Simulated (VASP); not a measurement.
Set up this calculation in VASP 6.6.1, as the native input.

| Item | Value |
| --- | --- |
| Task | relaxation of cell and atoms |
| Functional | r2SCAN |
| Potentials or basis | VASP PAW PBE potentials, release 64 (K_sv, Mg, F) |
| Cutoff | 600 eV |
| k mesh | 7 × 7 × 7 |
| Occupations | fermi-dirac, width 0.05 eV |
| Spin | no spin polarisation |
| Dipole correction | no |
| Further INCAR settings | ALGO = Normal; EDIFF = 1e-07; IBRION = 2; EDIFFG = -0.01; NSW = 60; ISIF = 3 |

KMgF3:

```
K Mg F
1.0
     3.98590    0.00000    0.00000
     0.00000    3.98590    0.00000
     0.00000    0.00000    3.98590
K Mg F
1 1 3
Direct
  0.50000 0.50000 0.50000
  0.00000 0.00000 0.00000
  0.00000 0.00000 0.50000
  0.00000 0.50000 0.00000
  0.50000 0.00000 0.00000
```

The input as run:

POSCAR

```
KMgF3
1.0
    3.9859000000      0.0000000000      0.0000000000
    0.0000000000      3.9859000000      0.0000000000
    0.0000000000      0.0000000000      3.9859000000
K Mg F
1 1 3
Direct
    0.5000000000      0.5000000000      0.5000000000
    0.0000000000      0.0000000000      0.0000000000
    0.0000000000      0.0000000000      0.5000000000
    0.0000000000      0.5000000000      0.0000000000
    0.5000000000      0.0000000000      0.0000000000
```

INCAR.step1

```
ALGO     = Normal         # electronic algorithm
EDIFF    = 1E-4           # SCF threshold, eV
ENCUT    = 600            # plane-wave cutoff, eV
GGA      = PE             # functional
ISMEAR   = -1             # smearing method
LASPH    = True           # aspherical terms in the spheres
LCHARG   = False          # write CHGCAR
LREAL    = False          # projectors in reciprocal space
LWAVE    = True           # write WAVECAR
NELM     = 80             # most SCF steps
PREC     = Accurate       # precision mode
SIGMA    = 0.05           # smearing width, eV
```

INCAR.step2

```
ALGO     = Normal         # electronic algorithm
EDIFF    = 1E-7           # SCF threshold, eV
EDIFFG   = -0.01          # ionic threshold
ENCUT    = 600            # plane-wave cutoff, eV
IBRION   = 2              # ionic algorithm
ISIF     = 3              # what is computed and relaxed
ISMEAR   = -1             # smearing method
ISTART   = 1            
LASPH    = True           # aspherical terms in the spheres
LCHARG   = False          # write CHGCAR
LMIXTAU  = True         
LREAL    = False          # projectors in reciprocal space
LWAVE    = False          # write WAVECAR
METAGGA  = R2SCAN         # meta-GGA
NELM     = 80             # most SCF steps
NSW      = 60             # ionic steps
PREC     = Accurate       # precision mode
SIGMA    = 0.05           # smearing width, eV
```

KPOINTS

```
k-points
0
Gamma
  7 7 7
```

Potentials or basis: VASP PAW PBE potentials, release 64 (K_sv, Mg, F).

Command:

```sh
$ cat potpaw_PBE.64/K_sv/POTCAR potpaw_PBE.64/Mg/POTCAR potpaw_PBE.64/F/POTCAR > POTCAR
$ cp INCAR.step1 INCAR
$ mpirun -np 1 vasp_std > vasp.out
$ cp INCAR.step2 INCAR
$ mpirun -np 1 vasp_std > vasp.out
```

It gave:

| Quantity | Value |
| --- | --- |
| Relaxed volume | 12.52 Å³/atom |
| Relaxed cell | a = 3.970 Å, b = 3.970 Å, c = 3.970 Å, α = 90.00°, β = 90.00°, γ = 90.00° |
| Space group after relaxing (to 0.05 Å) | Pm-3m (No. 221) |
| Energy gained by relaxing | 0.5 meV/atom |
| Ionic steps | 2 |
| Pressure after relaxing | -0.1 GPa |
| Band gap on the k mesh | 8.38 eV, indirect (least direct gap 8.67 eV) |

Caveat: the PAW data sets were made with another functional, which shifts forces and pressure a little.

Wall time 4.7 min on 1 thread of Oxide Virtual Turin-like Processor, on a shared host, peak memory 0.18 GiB.
